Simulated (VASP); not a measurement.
# Zr3SnSe (P4mm) in VASP: a series of runs, part 2 of 2

VASP 6.6.1.

### Step 4. Relaxation of cell and atoms, PBE

Input file INCAR:

```
  PREC = Accurate
  ENCUT = 600
  EDIFF = 1E-7
  ISMEAR = 0
  SIGMA = 0.1
  LREAL = False
  LASPH = True
  NELM = 100
  ALGO = Normal
  ISIF = 3
  LWAVE = False
  LCHARG = False
  GGA = PE
  IBRION = 2
  NSW = 90
  EDIFFG = -0.04
```

Input file KPOINTS:

```
Automatic mesh
0
Gamma
  4 4 4
```

Input file POSCAR:

```
Zr3SnSe
1.0
    4.2968050400      0.0000000000      0.0000000000
    0.0000000000      4.2968050400      0.0000000000
    0.0000000000      0.0000000000      5.4461805300
Zr Sn Se
3 1 1
Direct
    0.5000000000      0.5000000000      0.1201000000
    0.0000000000      0.5000000000      0.5209000100
    0.5000000000      0.0000000000      0.5209000100
    0.0000000000      0.0000000000      0.0000000000
    0.5000000000      0.5000000000      0.6800000100
```

Potentials or basis: VASP PAW PBE potentials, release 64 (Zr_sv, Sn_d, Se).

Command:

```sh
$ cat potpaw_PBE.64/Zr_sv/POTCAR potpaw_PBE.64/Sn_d/POTCAR potpaw_PBE.64/Se/POTCAR > POTCAR
$ mpirun -np 1 vasp_std > vasp.out
```

OUTCAR:

```text
PREC = Accurate
   ENCUT = 600
   EDIFF = 1E-7
   ISMEAR = 0
   LREAL = False
   LASPH = True
   NELM = 100
   ISIF = 3
   GGA = PE
   IBRION = 2
   NSW = 90
   EDIFFG = -0.04

 ion  position               nearest neighbor table
   1  0.500  0.500  0.120-   5 2.40   5 3.05   3 3.06   2 3.06   3 3.06   2 3.06   4 3.11   4 3.11
                             4 3.11   4 3.11
   2  0.000  0.500  0.521-   5 2.32   5 2.32   3 3.04   3 3.04   3 3.04   3 3.04   1 3.06   1 3.06
                             4 3.38   4 3.38   4 3.56   4 3.56
   3  0.500  0.000  0.521-   5 2.32   5 2.32   2 3.04   2 3.04   2 3.04   2 3.04   1 3.06   1 3.06
                             4 3.38   4 3.38   4 3.56   4 3.56
   4  0.000  0.000  0.000-   1 3.11   1 3.11   1 3.11   1 3.11   2 3.38   3 3.38   3 3.38   2 3.38
                             3 3.56   2 3.56   3 3.56   2 3.56
   5  0.500  0.500  0.680-   2 2.32   3 2.32   3 2.32   2 2.32   1 2.40   1 3.05

  LATTYP: Found a simple tetragonal cell.
 ALAT       =     4.2968050400
 C/A-ratio  =     1.2674953784

  Lattice vectors:

 A1 = (   4.2968050400,   0.0000000000,   0.0000000000)
 A2 = (   0.0000000000,   4.2968050400,   0.0000000000)
 A3 = (   0.0000000000,   0.0000000000,   5.4461805300)

Analysis of symmetry for initial positions (statically):
=====================================================================
 Subroutine PRICEL returns:
 Original cell was already a primitive cell.

 Routine SETGRP: Setting up the symmetry group for a
 simple tetragonal supercell.

 Subroutine GETGRP returns: Found  8 space group operations
 (whereof  8 operations were pure point group operations)
 out of a pool of 16 trial point group operations.

The static configuration has the point symmetry C_4v.

Analysis of symmetry for dynamics (positions and initial velocities):
=====================================================================
 Subroutine PRICEL returns:
 Original cell was already a primitive cell.

 Routine SETGRP: Setting up the symmetry group for a
 simple tetragonal supercell.

 Subroutine GETGRP returns: Found  8 space group operations
 (whereof  8 operations were pure point group operations)
 out of a pool of 16 trial point group operations.

The dynamic configuration has the point symmetry C_4v.

 Subroutine INISYM returns: Found  8 space group operations
 (whereof  8 operations are pure point group operations),
 and found     1 'primitive' translations

----------------------------------------------------------------------------------------

                                     Primitive cell

  volume of cell :     100.5503

  direct lattice vectors                    reciprocal lattice vectors
     4.296805040  0.000000000  0.000000000     0.232731062  0.000000000  0.000000000
     0.000000000  4.296805040  0.000000000     0.000000000  0.232731062  0.000000000
     0.000000000  0.000000000  5.446180530     0.000000000  0.000000000  0.183614920

  length of vectors
     4.296805040  4.296805040  5.446180530     0.232731062  0.232731062  0.183614920

  position of ions in fractional coordinates (direct lattice)
     0.500000000  0.500000000  0.120100000
     0.000000000  0.500000000  0.520900010
     0.500000000  0.000000000  0.520900010
     0.000000000  0.000000000  0.000000000
     0.500000000  0.500000000  0.680000010
[... 60 lines left out ...]
   ions per type =               3   1   1
   NGX,Y,Z   is equivalent  to a cutoff of  13.93, 13.93, 14.65 a.u.
   NGXF,Y,Z  is equivalent  to a cutoff of  27.86, 27.86, 29.30 a.u.
 SYSTEM =  unknown system
   PREC   = accura    normal or accurate (medium, high low for compatibility)
   ISTART =      0    job   : 0-new  1-cont  2-samecut
   ICHARG =      2    charge: 1-file 2-atom 10-const
   ISPIN  =      1    spin polarized calculation?
   LNONCOLLINEAR =      F non collinear calculations
   LSORBIT =      F    spin-orbit coupling
   LASPH  =      T    aspherical Exc in radial PAW
   ENCUT  =  600.0 eV  44.10 Ry    6.64 a.u.   8.58  8.58 10.88*2*pi/ulx,y,z
   NELM   =    100;   NELMIN=  2; NELMDL= -5     # of ELM steps
   EDIFF  = 0.1E-06   stopping-criterion for ELM
   LREAL  =      F    real-space projection
   EDIFFG = -.4E-01   stopping-criterion for IOM
   NSW    =     90    number of steps for IOM
   IBRION =      2    ionic relax: 0-MD 1-quasi-New 2-CG
   NFREE  =      1    steps in history (QN), initial steepest desc. (CG)
   ISIF   =      3    stress and relaxation
   ISYM   =      2    0-nonsym 1-usesym 2-fastsym
   POTIM  = 0.5000    time-step for ionic-motion
   TEBEG  =    0.0;   TEEND  =   0.0 temperature during run
   PSTRESS=    0.0 pullay stress
   NELECT =      56.0000    total number of electrons
   NUPDOWN=      -1.0000    fix difference up-down
   EMIN   =  10.00;   EMAX   =-10.00  energy-range for DOS
   EFERMI =   0.00;   METHOD = LEGACY
   ISMEAR =     0;   SIGMA  =   0.10  broadening in eV -4-tet -1-fermi 0-gaus
   EFERMI_NEDOS =   21; number of points for ismear=-14 and -15
   IALGO  =     38    algorithm
   IMIX   =      4    mixing-type and parameters
     AMIX     =   0.40;   BMIX     =  1.00
     AMIX_MAG =   1.60;   BMIX_MAG =  1.00
  volume/ion in A,a.u.               =      20.11       135.71
  Fermi-wavevector in a.u.,A,eV,Ry     =   1.346924  2.545317 24.683744  1.814204
  Thomas-Fermi vector in A             =   2.474716
   LORBIT       =      0    0 simple, 1 ext, 2 COOP (PROOUT), +10 PAW based schemes
   GGA     = PE    functional components
   LHFCALC =     F    Hartree Fock is set to
   AEXX    =    0.0000 exact exchange contribution
   IVDW    =     0    specifies the selected vdW correction
   LEPSILON=     F    determine dielectric tensor
   LRPA    =     F    only Hartree local field effects (RPA)
 conjugate gradient relaxation of ions
 non-spin polarized calculation
 Gauss-broadening in eV      SIGMA  =   0.10
  energy-cutoff  :      600.00
  volume of cell :      100.55
 maximum number of plane-waves:      3390
 NGX is ok and might be reduce to    36
   NGX = 17   NGY = 17   NGZ = 21

--------------------------------------- Ionic step        1  -------------------------------------------

 number of electron      56.0000008 magnetization

 Free energy of the ion-electron system (eV)
  ---------------------------------------------------
  ext. energy  EPLUGINS =         0.00000000
  ---------------------------------------------------
  free energy    TOTEN  =       -31.25870208 eV

  energy without entropy =      -31.23682780  energy(sigma->0) =      -31.24776494

------------------------ aborting loop because EDIFF is reached ----------------------------------------

  FORCE on cell =-STRESS in cart. coord.  units (eV):
  Direction    XX          YY          ZZ          XY          YZ          ZX
  --------------------------------------------------------------------------------------
  -------------------------------------------------------------------------------------
  Total       22.9437964     22.9437964     12.9751486      0.0000000     -0.0000000      0.0000000
  in kB      365.5885053    365.5885053    206.7471789      0.0000000     -0.0000000      0.0000000
  external PRESSURE =     312.6413965 kB  Pullay stress =       0.0000000 kB
[... 98 lines left out ...]
  FREE ENERGIE OF THE ION-ELECTRON SYSTEM (eV)
  ---------------------------------------------------
  free  energy   TOTEN  =       -33.6956636858 eV

  energy  without entropy=      -33.6771899235  energy(sigma->0) =      -33.68642680

 E-fermi :   6.7983     XC(G=0):  -9.9784

 val. band max:        6.7890552066   @ k =   0.5000   0.0000   0.5000
 cond. band min:       6.8177194390   @ k =   0.2500   0.2500   0.5000
 fundamental gap:      0.0286642324
 Fermi energy:         6.7983343433

 k-point     1 :       0.0000    0.0000    0.0000
  band No.  band energies     occupation
      1     -42.7586      2.00000
      2     -41.9137      2.00000
      3     -41.7005      2.00000
      4     -20.7847      2.00000
      5     -20.7847      2.00000
      6     -20.7338      2.00000
[... 637 lines left out ...]
     32       8.6507      0.00000
     33       9.1510      0.00000

[... ionic steps 4 to 28 ...]

--------------------------------------- Ionic step       29  -------------------------------------------

 number of electron      55.9999995 magnetization

------------------------ aborting loop because EDIFF is reached ----------------------------------------
[... 73 lines left out ...]
--------------------------------------- Ionic step       31  -------------------------------------------

 number of electron      55.9999994 magnetization

 Free energy of the ion-electron system (eV)
  ---------------------------------------------------
  ext. energy  EPLUGINS =         0.00000000
  ---------------------------------------------------
  free energy    TOTEN  =       -35.57837816 eV

  energy without entropy =      -35.56764198  energy(sigma->0) =      -35.57301007

 E-fermi :   7.0469     XC(G=0): -10.1070

 val. band max:        7.0254379196   @ k =   0.5000   0.0000   0.5000
 cond. band min:       7.0654717166   @ k =   0.2500   0.2500   0.5000
 fundamental gap:      0.0400337970
 Fermi energy:         7.0468669458

 k-point     1 :       0.0000    0.0000    0.0000
  band No.  band energies     occupation
      1     -42.4311      2.00000
      2     -41.6321      2.00000
      3     -41.4134      2.00000
      4     -20.4674      2.00000
      5     -20.4674      2.00000
      6     -20.4257      2.00000
[... 669 lines left out ...]
  FREE ENERGIE OF THE ION-ELECTRON SYSTEM (eV)
  ---------------------------------------------------
  free  energy   TOTEN  =       -35.5783781583 eV

  energy  without entropy=      -35.5676419758  energy(sigma->0) =      -35.57301007

 reached required accuracy - stopping structural energy minimisation
```

OSZICAR:

```text
N       E                     dE             d eps       ncg     rms          rms(c)
DAV:   1     0.786537777485E+03    0.78654E+03   -0.30369E+04  1207   0.225E+03
DAV:   2     0.733228806569E+02   -0.71321E+03   -0.70193E+03  1247   0.649E+02
DAV:   3    -0.239764474923E+02   -0.97299E+02   -0.95514E+02  1743   0.197E+02
[... 399 lines left out ...]
DAV:   6    -0.355783807222E+02   -0.38802E-05   -0.66387E-05  1921   0.428E-02    0.185E-02
DAV:   7    -0.355783794127E+02    0.13095E-05   -0.12066E-05  1898   0.154E-02    0.524E-03
DAV:   8    -0.355783784131E+02    0.99958E-06   -0.10537E-06  1326   0.518E-03    0.176E-03
DAV:   9    -0.355783781445E+02    0.26863E-06   -0.13363E-07   832   0.276E-03    0.459E-04
DAV:  10    -0.355783781583E+02   -0.13851E-07   -0.31208E-08   669   0.151E-03
  31 F= -.35578378E+02 E0= -.35573010E+02  d E =-.439116E-03
```

CONTCAR:

```text
Zr3SnSe
   1.00000000000000
     4.2081771121599196   -0.0000000000000000    0.0000000000000000
    -0.0000000000000000    4.2081771121599196    0.0000000000000000
    -0.0000000000000000   -0.0000000000000000    7.2532944794116059
  Zr              Sn              Se
     3     1     1
Direct
     0.5000000000000000    0.5000000000000000    0.0883549275099829
     0.0000000000000000    0.5000000000000000    0.4508463186629746
     0.5000000000000000    0.0000000000000000    0.4508463186629745
     0.0000000000000000    0.0000000000000000    0.1423472750749583
     0.5000000000000000    0.5000000000000000    0.7095051900891075

  0.00000000E+00  0.00000000E+00  0.00000000E+00
  0.00000000E+00  0.00000000E+00  0.00000000E+00
  0.00000000E+00  0.00000000E+00  0.00000000E+00
  0.00000000E+00  0.00000000E+00  0.00000000E+00
  0.00000000E+00  0.00000000E+00  0.00000000E+00
```

Wall time 22 min (1 thread of AMD EPYC 9R45 (Zen 5), shared host); peak memory 0.27 GiB.

Results:

| Property | Result |
| --- | --- |
| Free energy | -35.5784 eV |
| Relaxed volume | 25.69 Å³/atom |
| Relaxed cell | a = 4.208 Å, b = 4.208 Å, c = 7.253 Å, α = 90.00°, β = 90.00°, γ = 90.00° |
| Space group after relaxing (to 0.1 Å) | P4mm (No. 99) |
| Energy gained by relaxing | 863.9 meV/atom |
| Ionic steps | 31 |
| Pressure after relaxing | -0.1 GPa |
| Largest force after relaxing | 0.037 eV/Å |
| Band gap on the k mesh | zero (bands 28 and 29 overlap by 0.42 eV) |

Forces on the atoms (eV/Å):
```
Zr   0.000  0.000  0.037
Zr   0.000  0.000 -0.012
Zr   0.000  0.000 -0.012
Sn   0.000  0.000 -0.031
Se   0.000  0.000  0.017
```

The path:
```
step  energy change (eV)  largest force (eV/Å)  pressure (GPa)  volume (Å³)
   1              0.0000                3.9406           31.26       100.55
   2             -0.0049                2.3305          -12.51       168.77
   3             -2.4370                1.6339           -1.69       127.83
   4             -2.4464                1.5928           -0.75       126.34
   5             -2.4473                1.5731           -0.30       125.65
   6             -2.6540                1.2915           -1.04       126.41
   7             -2.7357                1.4220           -0.93       127.74
   8             -2.8649                1.5812           -0.58       127.20
   9             -3.0023                1.9554            0.85       125.91
  10             -3.1246                1.4158           -0.25       127.13
  11             -3.2115                1.0478           -1.89       129.54
  12             -3.2961                0.9033           -0.81       127.99
  13             -3.3706                0.7239            1.56       125.12
  14             -3.4700                0.5168            0.93       126.77
  15             -3.5047                1.2670            0.63       128.19
  16             -3.5084                1.5239            0.55       128.75
  17             -3.6230                1.4524           -0.50       131.13
  18             -3.8607                0.9449           -3.08       137.91
  19             -3.9802                0.7932           -1.39       135.33
  20             -4.0197                1.0825            0.22       133.12
  21             -4.0207                1.1980            0.56       132.69
  22             -4.0982                1.2493            0.40       132.30
  23             -4.1719                1.1039            0.04       131.21
  24             -4.1761                1.1490            0.06       131.47
  25             -4.2442                0.7036           -0.69       131.52
  26             -4.2885                0.1445           -1.53       131.58
  27             -4.3079                0.3362            0.98       127.16
  28             -4.3101                0.2835            0.36       128.18
  29             -4.3187                0.1235            0.18       128.11
  30             -4.3192                0.0679            0.13       128.08
  31             -4.3197                0.0374           -0.15       128.45
```

Final structure:
```xyz
5
Lattice="4.2082 0.0000 0.0000 0.0000 4.2082 0.0000 0.0000 0.0000 7.2533" Properties=species:S:1:pos:R:3 pbc="T T T"
Zr    2.1041    2.1041    0.6409
Zr    0.0000    2.1041    3.2701
Zr    2.1041    0.0000    3.2701
Sn    0.0000    0.0000    1.0325
Se    2.1041    2.1041    5.1463
```

Levels at points of the mesh, in eV from the Fermi level:
| k point | band 24 | band 25 | band 26 | band 27 | band 28 | band 29 | band 30 | band 31 | band 32 | band 33 |
| --- | --- | --- | --- | --- | --- | --- | --- | --- | --- | --- |
| (0.00, 0.00, 0.00) | -1.53 | -1.38 | -1.04 | -0.62 | -0.62 | -0.23 | 1.13 | 1.48 | 1.48 | 1.64 |
| (0.50, 0.00, 0.00) | -1.91 | -1.81 | -1.23 | -0.31 | 0.19 | 1.06 | 1.26 | 1.45 | 1.68 | 1.97 |
| (0.50, 0.50, 0.00) | -2.25 | -1.72 | -0.79 | -0.79 | -0.79 | 0.61 | 0.63 | 0.63 | 1.87 | 1.91 |
| (0.00, 0.00, 0.50) | -1.38 | -0.95 | -0.89 | -0.89 | -0.70 | -0.21 | 1.11 | 1.47 | 1.47 | 2.16 |
| (0.50, 0.00, 0.50) | -1.83 | -1.60 | -0.74 | -0.41 | -0.02 | 1.03 | 1.13 | 1.62 | 1.67 | 1.74 |
| (0.50, 0.50, 0.50) | -2.43 | -1.38 | -1.23 | -0.54 | -0.54 | 0.08 | 0.78 | 0.78 | 1.89 | 2.37 |

Caveat: the k points lie up to 0.37 Å⁻¹ apart in the final cell; the volume moved by over 15 % at a fixed basis, so the end points are rough; spin-orbit coupling is left out, which moves the levels of the heavy elements.

### Step 5. Single point, PBE

This run uses another cell than the first one, of 25.63 Å³/atom.

Input file INCAR:

```
SYSTEM = Zr3SnSe
  ALGO = Normal
  EDIFF = 1E-6
  ENCUT = 520
  GGA = PE
  ISIF = 2
  ISMEAR = 0
  LASPH = .TRUE.
  LCHARG = .TRUE.
  LELF = .TRUE.
  LREAL = .FALSE.
  LVHAR = .TRUE.
  LWAVE = .FALSE.
  NBANDS = 36
  NELM = 60
  PREC = Accurate
  SIGMA = 0.1
```

Input file KPOINTS:

```
k-points
0
G
  10 10 6
  0 0 0
```

Input file POSCAR:

```
Zr3SnSe
1.0
    4.2193604576      0.0000000000      0.0000000000
    0.0000000000      4.2193604576      0.0000000000
    0.0000000000      0.0000000000      7.1973229118
Zr Sn Se
3 1 1
Direct
    0.5000000000      0.5000000000      0.0926116824
    0.0000000000      0.5000000000      0.4503567831
    0.5000000000      0.0000000000      0.4503567831
    0.0000000000      0.0000000000      0.1391612785
    0.5000000000      0.5000000000      0.7094135029
```

Command:

```sh
$ cat potpaw_PBE.64/Zr_sv/POTCAR potpaw_PBE.64/Sn_d/POTCAR potpaw_PBE.64/Se/POTCAR > POTCAR
$ mpirun -np 1 vasp_std > vasp.out
```

Run time: 4.6 min. Hardware: 1 thread of AMD EPYC 9R45 (Zen 5), shared host; peak memory 0.44 GiB.

The run converged. Its results:

```
Free energy            : -35.5725 eV
Pressure               : 0.1 GPa
Largest force          : 0.011 eV/Å
Band gap on the k mesh : zero (bands 28 and 29 overlap by 0.37 eV)
```

Forces in eV/Å, atoms in the order of the input:
```
Zr   0.000  0.000  0.003
Zr   0.000  0.000 -0.002
Zr   0.000  0.000 -0.002
Sn   0.000  0.000 -0.009
Se   0.000  0.000  0.011
```

Levels at points of the mesh, in eV from the Fermi level:
```csv
k point,band 26,band 27,band 28,band 29,band 30,band 31
"(0.00, 0.00, 0.00)",-0.95,-0.54,-0.54,-0.08,1.26,1.57
"(0.50, 0.00, 0.00)",-1.16,-0.25,0.22,1.11,1.39,1.55
"(0.50, 0.50, 0.00)",-0.75,-0.75,-0.71,0.70,0.70,0.70
"(0.00, 0.00, 0.50)",-0.79,-0.79,-0.56,-0.06,1.25,1.48
"(0.50, 0.00, 0.50)",-0.64,-0.34,0.02,1.08,1.28,1.71
"(0.50, 0.50, 0.50)",-1.14,-0.45,-0.45,0.13,0.86,0.86
```

Caveat: spin-orbit coupling is left out, which moves the levels of the heavy elements.

### Step 6. Summary

| task | cell | k mesh | cutoff (eV) | gap on the mesh (eV) | pressure (GPa) | largest force (eV/Å) |
| --- | --- | --- | --- | --- | --- | --- |
| single point | a = 4.297, b = 4.297, c = 5.446 Å, 5 atoms, atomic positions A | 4 × 4 × 4 | 520 | none | 31.2 | 3.94 |
| single point | a = 4.205, b = 4.205, c = 7.251 Å, 5 atoms, atomic positions B | 4 × 4 × 4 | 520 | none | 0.0 | 0.02 |
| relaxation of cell and atoms | relaxed from a = 4.297, b = 4.297, c = 5.446 Å, 5 atoms, atomic positions A | 4 × 4 × 4 | 600 | none | -0.1 | 0.04 |
| single point | a = 4.219, b = 4.219, c = 7.197 Å, 5 atoms, atomic positions C | 10 × 10 × 6 | 520 | none | 0.1 | 0.01 |

Alike in all rows: level PBE; potentials or basis VASP PAW PBE potentials, release 64 (Zr_sv, Sn_d, Se); no spin polarisation; smearing gaussian 0.1 eV.

Caveats: some runs use coarse meshes; spin-orbit coupling is left out, which moves the levels of the heavy elements; forces of over 1 eV/Å act on the atoms, so gaps and moduli don't describe the material at rest (at least some runs); the volume moved by over 15 % at a fixed basis, so the end points are rough (at least some runs).

Absolute energies hang on the potentials; compare differences alone.

The gap in the log of VASP goes by the Fermi energy; the results here count the filled bands.